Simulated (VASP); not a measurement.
# C (P-1) in VASP: single point with r2SCAN

Aim: the single point of C with r2SCAN.

Everything below comes from runs of VASP 6.6.1. Logs are shortened: lines on timing, memory, paths and dates and some standing lists are left out, and cuts for length are marked.

## 1. The cell of the first run

The typed cell holds 2 atoms: a = 3.635 Å, b = 3.635 Å, c = 3.635 Å, α = 39.49°, β = 39.49°, γ = 39.49°.

## 2. Single point, r2SCAN (atom 1 (C) moved by (-0.200, +0.000) A along x and y)

Contents of POSCAR:

```
C
1.0
    1.2280263465      0.7090013417      3.3470108394
   -1.2280263465      0.7090013417      3.3470108394
    0.0000000000     -1.4180026834      3.3470108394
C
2
Direct
    0.0825685223      0.2454314777      0.1640000000
    0.8360000000      0.8360000000      0.8360000000
```

Contents of INCAR.step1:

```
SYSTEM = C
  PREC = Accurate
  ENCUT = 520
  ISMEAR = 0
  SIGMA = 0.05
  LREAL = .False.
  LASPH = .True.
  NELM = 80
  NBANDS = 11
  GGA = PE
  ALGO = Normal
  EDIFF = 1E-4
  LWAVE = .True.
  LCHARG = .False.
```

Contents of INCAR.step2:

```
SYSTEM = C
  PREC = Accurate
  ENCUT = 520
  EDIFF = 1E-6
  ISMEAR = 0
  SIGMA = 0.05
  LREAL = .False.
  LASPH = .True.
  NELM = 80
  ALGO = Normal
  ISIF = 2
  LWAVE = .False.
  LCHARG = .False.
  METAGGA = R2SCAN
  LMIXTAU = .True.
  NBANDS = 11
  ISTART = 1
```

Contents of KPOINTS:

```
Automatic mesh
0
Gamma
  12 12 12
  0 0 0
```

Potentials or basis: VASP PAW PBE potentials, release 64 (C).

The run is started by

```sh
$ cat potpaw_PBE.64/C/POTCAR > POTCAR
$ cp INCAR.step1 INCAR
$ mpirun -np 1 vasp_std > vasp.out
$ cp INCAR.step2 INCAR
$ mpirun -np 1 vasp_std > vasp.out
```

OUTCAR:

```text
SYSTEM = C
   PREC = Accurate
   ENCUT = 520
   EDIFF = 1E-6
   ISMEAR = 0
   LREAL = .False.
   LASPH = .True.
   NELM = 80
   ISIF = 2
   METAGGA = R2SCAN
   ISTART = 1

 ion  position               nearest neighbor table
   1  0.083  0.245  0.164-   2 1.25   2 1.43   2 1.60
   2  0.836  0.836  0.836-   1 1.25   1 1.43   1 1.60

  LATTYP: Found a trigonal (rhomboedric) cell.
 ALAT       =     3.6349983727
 COS(alpha) =     0.7717362630

  Lattice vectors:

 A1 = (   1.2280263465,   0.7090013417,   3.3470108394)
 A2 = (  -1.2280263465,   0.7090013417,   3.3470108394)
 A3 = (   0.0000000000,  -1.4180026834,   3.3470108394)

Analysis of symmetry for initial positions (statically):
=====================================================================
 Subroutine PRICEL returns:
 Original cell was already a primitive cell.

 Routine SETGRP: Setting up the symmetry group for a
 trigonal (rhombohedral) supercell.

 Subroutine GETGRP returns: Found  2 space group operations
 (whereof  1 operations were pure point group operations)
 out of a pool of 12 trial point group operations.

The static configuration has the point symmetry C_1 .
 The point group associated with its full space group is S_2 .

Analysis of symmetry for dynamics (positions and initial velocities):
=====================================================================
 Subroutine PRICEL returns:
 Original cell was already a primitive cell.

 Routine SETGRP: Setting up the symmetry group for a
 trigonal (rhombohedral) supercell.

 Subroutine GETGRP returns: Found  2 space group operations
 (whereof  1 operations were pure point group operations)
 out of a pool of 12 trial point group operations.

The dynamic configuration has the point symmetry C_1 .
 The point group associated with its full space group is S_2 .

 Subroutine INISYM returns: Found  2 space group operations
 (whereof  1 operations are pure point group operations),
 and found     1 'primitive' translations

----------------------------------------------------------------------------------------

                                     Primitive cell

  volume of cell :      17.4849

  direct lattice vectors                    reciprocal lattice vectors
     1.228026347  0.709001342  3.347010839     0.407157388  0.235072428  0.099591352
    -1.228026347  0.709001342  3.347010839    -0.407157388  0.235072428  0.099591352
     0.000000000 -1.418002683  3.347010839     0.000000000 -0.470144855  0.099591352

  length of vectors
[... 91 lines left out ...]
   TEBEG  =    0.0;   TEEND  =   0.0 temperature during run
   PSTRESS=    0.0 pullay stress
   NELECT =       8.0000    total number of electrons
   NUPDOWN=      -1.0000    fix difference up-down
   EMIN   =  10.00;   EMAX   =-10.00  energy-range for DOS
   EFERMI =   0.00;   METHOD = LEGACY
   ISMEAR =     0;   SIGMA  =   0.05  broadening in eV -4-tet -1-fermi 0-gaus
   EFERMI_NEDOS =   21; number of points for ismear=-14 and -15
   IALGO  =     38    algorithm
   IMIX   =      4    mixing-type and parameters
     AMIX     =   0.40;   BMIX     =  1.00
     AMIX_MAG =   1.60;   BMIX_MAG =  1.00
  volume/ion in A,a.u.               =       8.74        59.00
  Fermi-wavevector in a.u.,A,eV,Ry     =   1.261490  2.383870 21.651724  1.591357
  Thomas-Fermi vector in A             =   2.394946
   LORBIT       =      0    0 simple, 1 ext, 2 COOP (PROOUT), +10 PAW based schemes
   METAGGA = R2SCAN    functional components
   LHFCALC =     F    Hartree Fock is set to
   AEXX    =    0.0000 exact exchange contribution
   IVDW    =     0    specifies the selected vdW correction
   LEPSILON=     F    determine dielectric tensor
   LRPA    =     F    only Hartree local field effects (RPA)
 non-spin polarized calculation
 Gauss-broadening in eV      SIGMA  =   0.05
  energy-cutoff  :      520.00
  volume of cell :       17.48
 maximum number of plane-waves:       483
   NGX = 13   NGY = 13   NGZ = 13

 number of electron       8.0000000 magnetization

 Free energy of the ion-electron system (eV)
  ---------------------------------------------------
  ext. energy  EPLUGINS =         0.00000000
  ---------------------------------------------------
  free energy    TOTEN  =       -18.74240377 eV

  energy without entropy =      -18.74227325  energy(sigma->0) =      -18.74233851

 E-fermi :   4.5513     XC(G=0): -11.1311

 val. band max:        4.5464263751   @ k =   0.3333  -0.0833   0.5000
 cond. band min:       4.5631153076   @ k =   0.3333  -0.1667   0.3333
 fundamental gap:      0.0166889325
 Fermi energy:         4.5512590504

 k-point     1 :       0.0000    0.0000    0.0000
  band No.  band energies     occupation
      1     -16.3463      2.00000
      2      -2.4517      2.00000
      3      -1.3753      2.00000
      4       4.9653      0.00000
      5       9.1372      0.00000
      6       9.5241      0.00000
      7      16.4823      0.00000
      8      17.4338      0.00000
      9      19.1366      0.00000
     10      28.4355      0.00000
     11      30.5476      0.00000
[... 309 lines left out ...]
 k-point    24 :      -0.1667    0.0000   -0.0833
  band No.  band energies     occupation
      1     -15.8128      2.00000
      2      -2.3162      2.00000
      3      -1.9915      2.00000
      4       2.2320      2.00000
      5       9.9865      0.00000
      6      12.0920      0.00000
      7      15.5898      0.00000
      8      16.6645      0.00000
      9      20.1970      0.00000
     10      27.6225      0.00000
     11      30.3364      0.00000

 [... further k-points ...]

------------------------ aborting loop because EDIFF is reached ----------------------------------------

  FORCE on cell =-STRESS in cart. coord.  units (eV):
  Direction    XX          YY          ZZ          XY          YZ          ZX
  --------------------------------------------------------------------------------------
  -------------------------------------------------------------------------------------
  Total        3.5856786      2.6552206      0.0909868     -2.7743581      0.1697314     -0.6070650
  in kB      328.5631319    243.3033479      8.3373042   -254.2201561     15.5528374    -55.6266215
  external PRESSURE =     193.4012613 kB  Pullay stress =       0.0000000 kB

 VOLUME and BASIS-vectors are now :
 -----------------------------------------------------------------------------
  energy-cutoff  :      520.00
  volume of cell :       17.48
      direct lattice vectors                 reciprocal lattice vectors
     1.228026347  0.709001342  3.347010839     0.407157388  0.235072428  0.099591352
    -1.228026347  0.709001342  3.347010839    -0.407157388  0.235072428  0.099591352
     0.000000000 -1.418002683  3.347010839     0.000000000 -0.470144855  0.099591352

 POSITION                                       TOTAL-FORCE (eV/Angst)
 -----------------------------------------------------------------------------------
     -0.20000     -0.00000      1.64673        10.762760     -2.735855      0.662009
      0.00000      0.00000      8.39430       -10.762760      2.735855     -0.662009
 -----------------------------------------------------------------------------------
    total drift:                               -0.000001      0.000000     -0.000001

  FREE ENERGIE OF THE ION-ELECTRON SYSTEM (eV)
  ---------------------------------------------------
  free  energy   TOTEN  =       -18.7424037685 eV

  energy  without entropy=      -18.7422732521  energy(sigma->0) =      -18.74233851
```

OUTCAR.step1:

```text
SYSTEM = C
   PREC = Accurate
   ENCUT = 520
   ISMEAR = 0
   LREAL = .False.
[... 561 lines left out ...]
     -0.20000     -0.00000      1.64673        10.662033     -2.779749      0.619315
      0.00000      0.00000      8.39430       -10.662033      2.779749     -0.619315
 -----------------------------------------------------------------------------------
    total drift:                               -0.000000      0.000000     -0.000001

  FREE ENERGIE OF THE ION-ELECTRON SYSTEM (eV)
  ---------------------------------------------------
  free  energy   TOTEN  =       -17.3040734769 eV

  energy  without entropy=      -17.3039360934  energy(sigma->0) =      -17.30400479
```

It took 6.6 min on 1 thread of Intel Xeon 6975P-C (Granite Rapids), shared host; peak memory 0.25 GiB.

Results:

| Quantity | Value |
| --- | --- |
| Free energy | -18.7424 eV |
| Pressure | 19.3 GPa |
| Largest force | 11.125 eV/Å |
| Band gap on the k mesh | zero (bands 4 and 5 overlap by 0.82 eV) |

Forces on the atoms (eV/Å):
```
C    10.763  -2.736   0.662
C   -10.763   2.736  -0.662
```

Levels at points of the mesh, in eV from the Fermi level:
```csv
k point,band 1,band 2,band 3,band 4,band 5,band 6,band 7,band 8,band 9
"(0.00, 0.00, 0.00)",-20.90,-7.00,-5.93,0.41,4.59,4.97,11.93,12.88,14.59
"(0.50, 0.00, 0.00)",-15.97,-12.61,-7.85,-3.25,4.27,7.19,12.91,13.48,18.18
"(0.00, 0.50, 0.00)",-15.57,-14.53,-5.47,-0.52,0.06,8.20,12.21,13.17,20.15
"(0.00, 0.00, 0.50)",-15.76,-13.87,-5.86,-2.26,2.34,6.18,12.98,13.03,19.47
"(0.50, 0.50, 0.00)",-15.66,-13.79,-5.89,-3.07,1.78,5.89,13.85,16.12,20.02
"(0.50, 0.00, 0.50)",-15.50,-14.42,-5.54,-1.52,-0.40,7.81,14.08,15.71,20.24
"(0.00, 0.50, 0.50)",-15.86,-12.51,-7.89,-3.99,3.65,6.81,13.37,16.33,18.52
"(0.50, 0.50, 0.50)",-20.60,-9.01,-5.93,0.41,4.94,11.10,11.85,12.93,14.42
```

Caveat: the cell differs from its parent crystal (atom 1 (C) moved by (-0.200, +0.000) A along x and y); the cell stands under pressure; the PAW data sets were made with another functional, which shifts forces and pressure a little.
